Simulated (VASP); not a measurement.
Write the native input for VASP 6.6.1 that does the following.

| Item | Value |
| --- | --- |
| Task | single point |
| Functional | PBE |
| Potentials or basis | VASP PAW PBE potentials, release 64 (Si, As) |
| Cutoff | 520 eV |
| k mesh | 6 × 6 × 4 |
| Occupations | gaussian, width 0.1 eV |
| Spin | no spin polarisation |
| Dipole correction | no |
| Further INCAR settings | ALGO = Normal; EDIFF = 1e-07; NBANDS = 16 |

The structure of Si3As lies in POSCAR:

```
Si3As
1.0
    3.2833407800      0.0000000000      0.0000000000
    0.0000000000      3.2833407800      0.0000000000
    0.0000000000      0.0000000000      6.3406148700
Si As
3 1
Direct
    0.5000000000      0.5000000000      0.2365449100
    0.5000000000      0.5000000000      0.7634550900
    0.0000000000      0.0000000000      0.5000000000
    0.0000000000      0.0000000000      0.0000000000
```

The cell was built from a structure type or drawn by symmetry, and may not be a known phase.

These files were run (other wordings do the same):

INCAR

```
PREC = Accurate
ENCUT = 520
EDIFF = 1E-7
ISMEAR = 0
SIGMA = 0.1
LREAL = F
LASPH = T
NELM = 80
ALGO = Normal
ISIF = 2
LWAVE = F
LCHARG = F
GGA = PE
NBANDS = 16
```

KPOINTS

```
Automatic mesh
0
Gamma
  6 6 4
```

Potentials or basis: VASP PAW PBE potentials, release 64 (Si, As).

The run is started by

```console
$ cat potpaw_PBE.64/Si/POTCAR potpaw_PBE.64/As/POTCAR > POTCAR
$ mpirun -np 1 vasp_std > vasp.out
```

It gave:

```
Pressure               : -4.5 GPa
Largest force          : 0.346 eV/Å
Band gap on the k mesh : zero (an odd number of electrons rules out a gap without spin polarisation)
```

Caveat: the cell stands under tension.

It took 32 s on 1 thread of Intel Xeon 8259CL, with other jobs on the host, peak memory 0.18 GiB.
